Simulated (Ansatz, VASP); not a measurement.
## ZnSn: VASP beside Ansatz

Contents of INCAR:

```
  ALGO = Normal
  EDIFF = 1E-7
  ENCUT = 520
  GGA = PE
  ISIF = 2
  ISMEAR = -1
  LASPH = T
  LCHARG = F
  LREAL = F
  LWAVE = F
  NBANDS = 20
  NELM = 60
  PREC = Accurate
  SIGMA = 0.1
```

The input KPOINTS:

```
k-points
0
Gamma
  6 6 6
```

File POSCAR:

```
ZnSn
1.0
    3.3196150000      0.0000000000      0.0000000000
   -1.6598080000      2.8748780000      0.0000000000
   -1.6598080000      0.9582930000      4.0791950000
Sn Zn
1 1
Direct
    0.5000000000      0.5000000000      0.5000000000
    0.0000000000      0.0000000000      0.0000000000
```

Input for Ansatz:

```yaml
crystal:
  lattice:
    - [3.319615, 0.0, 0.0]
    - [-1.659808, 2.874878, 0.0]
    - [-1.659808, 0.958293, 4.079195]
  atoms:
    - { symbol: Sn, position: [0.5, 0.5, 0.5] }
    - { symbol: Zn, position: [0.0, 0.0, 0.0] }
  symmetry: { tolerance: 0.0003 }
kpoints:
  mp_grid: { grid: [6, 6, 6], shift: [0, 0, 0] }
magnetization:
  spin_polarized: false
scf:
  occupations: { method: fermi_dirac }
hamiltonian:
  pseudopotentials: { kind: paw }
  xc: pbe
basis:
  ecutwfc: 420
output:
  forces: true
  stress: true
  eigenvalues: true
```

Alike in both runs: task single point; functional PBE; k mesh 6 × 6 × 6; no spin polarisation.

```csv
,VASP,Ansatz
version,VASP 6.6.1,Ansatz 0.2.0
potentials or method,"VASP PAW PBE potentials, release 64 (Sn_d, Zn), cutoff 520 eV",PAW plane waves
occupations,"fermi-dirac, width 0.1 eV",fermi-dirac
valence electrons in the cell,26,26
```

```csv
,VASP,Ansatz,Ansatz less VASP
gap on the k mesh at the Fermi level (eV),none,none,-
pressure (GPa),10.6,10.4,-0.13
"traceless stress, the component that is largest in VASP (GPa)",-4.24,-4.29,-0.048
```

A gap of «none» marks a metal or a gap that the smearing closes. Ansatz's warnings: structure snapped to symmetry.

The k mesh is coarse, so the values compare programs but aren't converged.
